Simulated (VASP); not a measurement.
# TiSn3O8 (P1) in VASP: a series of runs

TiSn3O8 is run at these levels: PBE, PBEsol; tasks: single point.

All numbers are computed with VASP 6.6.1; they aren't measurements. Logs are shortened: lines on timing, memory, paths and dates and some standing lists are left out, and cuts for length are marked.

## Step 1: The cell of the first run

The typed cell holds 12 atoms: a = 4.725 Å, b = 4.725 Å, c = 6.288 Å, α = 90.00°, β = 90.00°, γ = 90.00°.

## Step 2: Single point, PBE

File INCAR:

```
SYSTEM = TiSn3O8
PREC = Accurate ; ENCUT = 520
EDIFF = 1E-7 ; ISMEAR = -1
SIGMA = 0.05 ; LREAL = .FALSE.
LASPH = .TRUE. ; NELM = 80
ALGO = Normal ; ISIF = 2
LWAVE = .FALSE. ; LCHARG = .FALSE.
GGA = PE ; NBANDS = 63
```

File KPOINTS:

```
Automatic mesh
0
G
  1 1 1
  0 0 0
```

File POSCAR:

```
TiSn3O8
1.0
    4.7246380000      0.0000000000      0.0000000000
    0.0000000000      4.7246380000      0.0000000000
    0.0000000000      0.0000000000      6.2875870000
Sn Ti O
3 1 8
Direct
    0.9595180000      0.9921240000      0.9778080000
    0.9994210000      0.9903340000      0.5003940000
    0.4770610000      0.4825070000      0.2487720000
    0.5055180000      0.4594070000      0.7358920000
    0.3163440000      0.2665430000      0.9759960000
    0.3001640000      0.3240780000      0.5316130000
    0.6966490000      0.7324390000      0.9715370000
    0.6930920000      0.6984380000      0.4850790000
    0.1463230000      0.8233390000      0.2193530000
    0.2442370000      0.8106230000      0.7411380000
    0.8202890000      0.2132740000      0.2353220000
    0.7978630000      0.1903510000      0.7423650000
```

Potentials or basis: VASP PAW PBE potentials, release 64 (Sn_d, Ti_sv, O).

Run with:

```sh
$ cat potpaw_PBE.64/Sn_d/POTCAR potpaw_PBE.64/Ti_sv/POTCAR potpaw_PBE.64/O/POTCAR > POTCAR
$ mpirun -np 1 vasp_gam > vasp.out
```

OUTCAR:

```text
SYSTEM = TiSn3O8
   PREC = Accurate
   ENCUT = 520
   EDIFF = 1E-7
   ISMEAR = -1
   LREAL = .FALSE.
   LASPH = .TRUE.
   NELM = 80
   ISIF = 2
   GGA = PE

 ion  position               nearest neighbor table
   1  0.960  0.992  0.978-   7 1.75  12 1.91   9 1.93  11 2.04   5 2.13  10 2.18   2 3.01   2 3.29
                             3 3.67   3 3.73
   2  0.999  0.990  0.500-   8 2.00  12 2.03   9 2.06  10 2.09   6 2.13  11 2.15   1 3.01   1 3.29
                             3 3.61   3 3.65   3 3.74
   3  0.477  0.483  0.249-  11 2.06   8 2.07   6 2.10   5 2.14   9 2.25   7 2.35   4 3.07   4 3.23
                             2 3.61   2 3.65   1 3.67   1 3.73   2 3.74
   4  0.506  0.459  0.736-   6 1.73  12 1.88   5 1.98  10 2.07   8 2.13   7 2.16   3 3.07   3 3.23

   5  0.316  0.267  0.976-   4 1.98   1 2.13   3 2.14
   6  0.300  0.324  0.532-   4 1.73   3 2.10   2 2.13
   7  0.697  0.732  0.972-   1 1.75   4 2.16   3 2.35
   8  0.693  0.698  0.485-   2 2.00   3 2.07   4 2.13
   9  0.146  0.823  0.219-   1 1.93   2 2.06   3 2.25
  10  0.244  0.811  0.741-   4 2.07   2 2.09   1 2.18
  11  0.820  0.213  0.235-   1 2.04   3 2.06   2 2.15
  12  0.798  0.190  0.742-   4 1.88   1 1.91   2 2.03

  LATTYP: Found a simple tetragonal cell.
 ALAT       =     4.7246380000
 C/A-ratio  =     1.3308082016

  Lattice vectors:

 A1 = (   4.7246380000,   0.0000000000,   0.0000000000)
 A2 = (   0.0000000000,   4.7246380000,   0.0000000000)
 A3 = (   0.0000000000,   0.0000000000,   6.2875870000)

Analysis of symmetry for initial positions (statically):
=====================================================================
 Subroutine PRICEL returns:
 Original cell was already a primitive cell.

 Routine SETGRP: Setting up the symmetry group for a
 simple tetragonal supercell.

 Subroutine GETGRP returns: Found  1 space group operations
 (whereof  1 operations were pure point group operations)
 out of a pool of 16 trial point group operations.

The static configuration has the point symmetry C_1 .

Analysis of symmetry for dynamics (positions and initial velocities):
=====================================================================
 Subroutine PRICEL returns:
 Original cell was already a primitive cell.

 Routine SETGRP: Setting up the symmetry group for a
 simple tetragonal supercell.

 Subroutine GETGRP returns: Found  1 space group operations
 (whereof  1 operations were pure point group operations)
 out of a pool of 16 trial point group operations.

The dynamic configuration has the point symmetry C_1 .

 Subroutine INISYM returns: Found  1 space group operations
 (whereof  1 operations are pure point group operations),
 and found     1 'primitive' translations

----------------------------------------------------------------------------------------

                                     Primitive cell

  volume of cell :     140.3528

  direct lattice vectors                    reciprocal lattice vectors
     4.724638000  0.000000000  0.000000000     0.211656427  0.000000000  0.000000000
     0.000000000  4.724638000  0.000000000     0.000000000  0.211656427  0.000000000
     0.000000000  0.000000000  6.287587000     0.000000000  0.000000000  0.159043525

  length of vectors
     4.724638000  4.724638000  6.287587000     0.211656427  0.211656427  0.159043525

  position of ions in fractional coordinates (direct lattice)
     0.959518000  0.992124000  0.977808000
     0.999421000  0.990334000  0.500394000
     0.477061000  0.482507000  0.248772000
     0.505518000  0.459407000  0.735892000
     0.316344000  0.266543000  0.975996000
     0.300164000  0.324078000  0.531613000
     0.696649000  0.732439000  0.971537000
     0.693092000  0.698438000  0.485079000
     0.146323000  0.823339000  0.219353000
     0.244237000  0.810623000  0.741138000
     0.820289000  0.213274000  0.235322000
     0.797863000  0.190351000  0.742365000

  ion indices of the primitive-cell ions
   primitive index   ion index
                 1           1
                 2           2
                 3           3
                 4           4
                 5           5
                 6           6
                 7           7
                 8           8
                 9           9
                10          10
                11          11
                12          12

----------------------------------------------------------------------------------------

 KPOINTS: Automatic mesh

Automatic generation of k-mesh.
 Grid dimensions read from file:
 generate k-points for:    1    1    1

 Generating k-lattice:

  Cartesian coordinates                     Fractional coordinates (reciprocal lattice)
     0.211656427  0.000000000  0.000000000     1.000000000  0.000000000  0.000000000
     0.000000000  0.211656427  0.000000000     0.000000000  1.000000000  0.000000000
     0.000000000  0.000000000  0.159043525     0.000000000  0.000000000  1.000000000

  Length of vectors
     0.211656427  0.211656427  0.159043525

  Shift w.r.t. Gamma in fractional coordinates (k-lattice)
     0.000000000  0.000000000  0.000000000

 Subroutine IBZKPT returns following result:
 ===========================================

 Found      1 irreducible k-points:

 Following reciprocal coordinates:
            Coordinates               Weight
  0.000000  0.000000  0.000000      1.000000
   k-points           NKPTS =      1   k-points in BZ     NKDIM =      1   number of bands    NBANDS=     63
   number of dos      NEDOS =    301   number of ions     NIONS =     12
   total plane-waves  NPLWV =  62208
   dimension x,y,z NGX =    36 NGY =   36 NGZ =   48
   dimension x,y,z NGXF=    72 NGYF=   72 NGZF=   96
   ions per type =               3   1   8
   NGX,Y,Z   is equivalent  to a cutoff of  12.67, 12.67, 12.69 a.u.
   NGXF,Y,Z  is equivalent  to a cutoff of  25.33, 25.33, 25.38 a.u.
 SYSTEM =  TiSn3O8
   PREC   = accura    normal or accurate (medium, high low for compatibility)
   ISTART =      0    job   : 0-new  1-cont  2-samecut
   ICHARG =      2    charge: 1-file 2-atom 10-const
   ISPIN  =      1    spin polarized calculation?
   LNONCOLLINEAR =      F non collinear calculations
   LSORBIT =      F    spin-orbit coupling
   LASPH  =      T    aspherical Exc in radial PAW
   ENCUT  =  520.0 eV  38.22 Ry    6.18 a.u.   8.78  8.78 11.69*2*pi/ulx,y,z
   NELM   =     80;   NELMIN=  2; NELMDL= -5     # of ELM steps
   EDIFF  = 0.1E-06   stopping-criterion for ELM
   LREAL  =      F    real-space projection
   EDIFFG = 0.1E-05   stopping-criterion for IOM
   NSW    =      0    number of steps for IOM
   IBRION =     -1    ionic relax: 0-MD 1-quasi-New 2-CG
   NFREE  =      0    steps in history (QN), initial steepest desc. (CG)
   ISIF   =      2    stress and relaxation
   ISYM   =      2    0-nonsym 1-usesym 2-fastsym
   POTIM  = 0.5000    time-step for ionic-motion
   TEBEG  =    0.0;   TEEND  =   0.0 temperature during run
   PSTRESS=    0.0 pullay stress
   NELECT =     102.0000    total number of electrons
   NUPDOWN=      -1.0000    fix difference up-down
   EMIN   =  10.00;   EMAX   =-10.00  energy-range for DOS
   EFERMI =   0.00;   METHOD = LEGACY
   ISMEAR =    -1;   SIGMA  =   0.05  broadening in eV -4-tet -1-fermi 0-gaus
   EFERMI_NEDOS =   21; number of points for ismear=-14 and -15
   IALGO  =     38    algorithm
   IMIX   =      4    mixing-type and parameters
     AMIX     =   0.40;   BMIX     =  1.00
     AMIX_MAG =   1.60;   BMIX_MAG =  1.00
  volume/ion in A,a.u.               =      11.70        78.93
  Fermi-wavevector in a.u.,A,eV,Ry     =   1.471865  2.781421 29.475463  2.166385
  Thomas-Fermi vector in A             =   2.586949
   LORBIT       =      0    0 simple, 1 ext, 2 COOP (PROOUT), +10 PAW based schemes
   GGA     = PE    functional components
   LHFCALC =     F    Hartree Fock is set to
   AEXX    =    0.0000 exact exchange contribution
   IVDW    =     0    specifies the selected vdW correction
   LEPSILON=     F    determine dielectric tensor
   LRPA    =     F    only Hartree local field effects (RPA)
 non-spin polarized calculation
  energy-cutoff  :      520.00
  volume of cell :      140.35
 maximum number of plane-waves:      1896
 NGX is ok and might be reduce to    36
   NGX = 17   NGY = 17   NGZ = 23

 number of electron     101.9999997 magnetization

 Free energy of the ion-electron system (eV)
  ---------------------------------------------------
  ext. energy  EPLUGINS =         0.00000000
  ---------------------------------------------------
  free energy    TOTEN  =       -77.92739151 eV

  energy without entropy =      -77.92738732  energy(sigma->0) =      -77.92738942

 E-fermi :   6.7693     XC(G=0): -11.2074

 val. band max:        6.0971260351   @ k =   0.0000   0.0000   0.0000
 cond. band min:       7.4415257484   @ k =   0.0000   0.0000   0.0000
 fundamental gap:      1.3443997132
 Fermi energy:         6.7693257085

 k-point     1 :       0.0000    0.0000    0.0000
  band No.  band energies     occupation
      1     -51.1895      2.00000
      2     -27.6719      2.00000
      3     -27.3926      2.00000
      4     -27.3711      2.00000
      5     -15.5877      2.00000
      6     -15.2443      2.00000
[... 55 lines left out ...]
     62      14.6938      0.00000
     63      15.6149      0.00000

------------------------ aborting loop because EDIFF is reached ----------------------------------------

  FORCE on cell =-STRESS in cart. coord.  units (eV):
  Direction    XX          YY          ZZ          XY          YZ          ZX
  --------------------------------------------------------------------------------------
  -------------------------------------------------------------------------------------
  Total       12.0370499     10.5081441     11.8167388      4.4861723     -0.0277139      2.9894789
  in kB      137.4072212    119.9542163    134.8922915     51.2112585     -0.3163646     34.1259686
  external PRESSURE =     130.7512430 kB  Pullay stress =       0.0000000 kB

 VOLUME and BASIS-vectors are now :
 -----------------------------------------------------------------------------
  energy-cutoff  :      520.00
  volume of cell :      140.35
      direct lattice vectors                 reciprocal lattice vectors
     4.724638000  0.000000000  0.000000000     0.211656427  0.000000000  0.000000000
     0.000000000  4.724638000  0.000000000     0.000000000  0.211656427  0.000000000
     0.000000000  0.000000000  6.287587000     0.000000000  0.000000000  0.159043525

 POSITION                                       TOTAL-FORCE (eV/Angst)
 -----------------------------------------------------------------------------------
      4.53338      4.68743      6.14805         6.234376      3.382498      1.253134
      4.72190      4.67897      3.14627         0.536034     -0.832346     -1.791595
      2.25394      2.27967      1.56418         0.548114      1.980735     -2.308085
      2.38839      2.17053      4.62698        -0.632186      3.362215      3.124140
      1.49461      1.25932      6.13666         1.057243      1.813672      1.009088
      1.41817      1.53115      3.34256        -1.186440     -1.433771     -3.904261
      3.29141      3.46051      6.10862        -6.458562     -7.519904      0.352736
      3.27461      3.29987      3.04998        -1.023727     -1.413959      0.355874
      0.69132      3.88998      1.37920         3.648102     -3.015183      2.986153
      1.15393      3.82990      4.65997        -0.898779      0.211671     -0.487572
      3.87557      1.00764      1.47961        -1.335319      1.560945      1.443033
      3.76961      0.89934      4.66768        -0.488856      1.903427     -2.032644
 -----------------------------------------------------------------------------------
    total drift:                                0.000104      0.000966     -0.000315

  FREE ENERGIE OF THE ION-ELECTRON SYSTEM (eV)
  ---------------------------------------------------
  free  energy   TOTEN  =       -77.9273915099 eV

  energy  without entropy=      -77.9273873214  energy(sigma->0) =      -77.92738942
```

Run time: 21 s. Hardware: 1 thread of Intel Xeon Platinum 8259CL at 2.50GHz (Skylake/Cascade Lake), shared host; peak memory 0.23 GiB.

What came out:

| Quantity | Value |
| --- | --- |
| Free energy | -77.9274 eV |
| Pressure | 13.1 GPa |
| Largest force | 9.919 eV/Å |
| Band gap on the k mesh | 1.34 eV |

Forces in eV/Å, atoms in the order of the input:
```
Sn   6.234  3.382  1.253
Sn   0.536 -0.832 -1.792
Sn   0.548  1.981 -2.308
Ti  -0.632  3.362  3.124
O    1.057  1.814  1.009
O   -1.186 -1.434 -3.904
O   -6.459 -7.520  0.353
O   -1.024 -1.414  0.356
O    3.648 -3.015  2.986
O   -0.899  0.212 -0.488
O   -1.335  1.561  1.443
O   -0.489  1.903 -2.033
```

Caveat: the k points lie up to 1.33 Å⁻¹ apart; spin-orbit coupling is left out, which moves the levels of the heavy elements; forces of over 1 eV/Å act on the atoms, so gaps and moduli don't describe the material at rest.

(Continued in part 2 of 2.)
